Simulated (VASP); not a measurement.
Wanted: the native input for a VASP 6.6.1 run.

- Task: single point
- Functional: r2SCAN
- Potentials or basis: VASP PAW PBE potentials, release 64 (Ti_sv, Si)
- Cutoff: 520 eV
- k mesh: 20 × 20 × 14
- Occupations: gaussian, width 0.1 eV
- Spin: no spin polarisation
- Dipole correction: no
- Further INCAR settings: ALGO = Normal; EDIFF = 1e-07; NBANDS = 15

Crystal: TiSi.

```
CELL_PARAMETERS angstrom
1.82108 -2.07121 0.00000
1.82108 2.07121 0.00000
0.00000 0.00000 3.81098
ATOMIC_POSITIONS crystal
Ti 0.50000 0.50000 0.00000
Si 0.00000 0.00000 0.50000
```

One way to write it, as run:

POSCAR

```
TiSi
1.0
    1.8210803078     -2.0712080203      0.0000000000
    1.8210803078      2.0712080203      0.0000000000
    0.0000000000      0.0000000000      3.8109817710
Ti Si
1 1
Direct
    0.5000000000      0.5000000000      0.0000000000
    0.0000000000      0.0000000000      0.5000000000
```

INCAR.step1

```
SYSTEM = TiSi
  ALGO = Normal
  EDIFF = 1E-4
  ENCUT = 520
  GGA = PE
  ISMEAR = 0
  LASPH = .TRUE.
  LCHARG = .FALSE.
  LREAL = .FALSE.
  LWAVE = .TRUE.
  NBANDS = 15
  NELM = 60
  PREC = Accurate
  SIGMA = 0.1
```

INCAR.step2

```
SYSTEM = TiSi
  ALGO = Normal
  EDIFF = 1E-7
  ENCUT = 520
  ISIF = 2
  ISMEAR = 0
  ISTART = 1
  LASPH = .TRUE.
  LCHARG = .FALSE.
  LMIXTAU = .TRUE.
  LREAL = .FALSE.
  LWAVE = .FALSE.
  METAGGA = R2SCAN
  NBANDS = 15
  NELM = 60
  PREC = Accurate
  SIGMA = 0.1
```

KPOINTS

```
k-points
0
G
  20 20 14
  0 0 0
```

Potentials or basis: VASP PAW PBE potentials, release 64 (Ti_sv, Si).

Launch:

```console
$ cat potpaw_PBE.64/Ti_sv/POTCAR potpaw_PBE.64/Si/POTCAR > POTCAR
$ cp INCAR.step1 INCAR
$ mpirun -np 1 vasp_std > vasp.out
$ cp INCAR.step2 INCAR
$ mpirun -np 1 vasp_std > vasp.out
```

It gave:

* Pressure: 0.4 GPa
* Band gap on the k mesh: zero (bands 8 and 9 overlap by 1.79 eV)

Caveat: the PAW data sets were made with another functional, which shifts forces and pressure a little.

Wall time 6.4 min on 1 thread of Intel(R) Xeon(R) 6975P-C (Granite Rapids), with other jobs on the host, peak memory 0.47 GiB.
